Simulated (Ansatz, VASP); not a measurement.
# One calculation of Ir, two programs

```
Ir
1.0
     2.71487    0.00000    0.00000
    -1.35743    2.35114    0.00000
     0.00000    0.00000   23.86671
Ir
5
Direct
  0.66667 0.33333 0.31425
  0.33333 0.66667 0.40712
  0.00000 0.00000 0.50000
  0.66667 0.33333 0.59288
  0.33333 0.66667 0.68575
```

Alike in both runs: task single point; functional PBE; k mesh 11 × 11 × 1; occupations fermi-dirac, width 0.05 eV; no spin polarisation.

|  | VASP | Ansatz |
| --- | --- | --- |
| version | VASP 6.6.1 | Ansatz 0.2.0 |
| potentials or method | VASP PAW PBE potentials, release 64 (Ir) | Ansatz PAW |
| plane-wave cutoff (eV) | 520 | 420 |
| valence electrons in the cell | 45 | 85 |

|  | VASP | Ansatz | Ansatz less VASP |
| --- | --- | --- | --- |
| gap on the k mesh at the Fermi level (eV) | none | none | - |
| rms of the force components (eV/Å) | 0.107 | 0.109 | +0.0013 |

Atom by atom the forces differ by 0.011 eV/Å (rms over components). A gap of «none» marks a metal or a gap that the smearing closes. With one functional, cell and mesh, what is left measures potentials, basis and numerics. VASP's potentials hold 45 valence electrons a cell and Ansatz's 85, so a difference there can come from the potentials and not from the codes.

Spin-orbit coupling is off throughout.
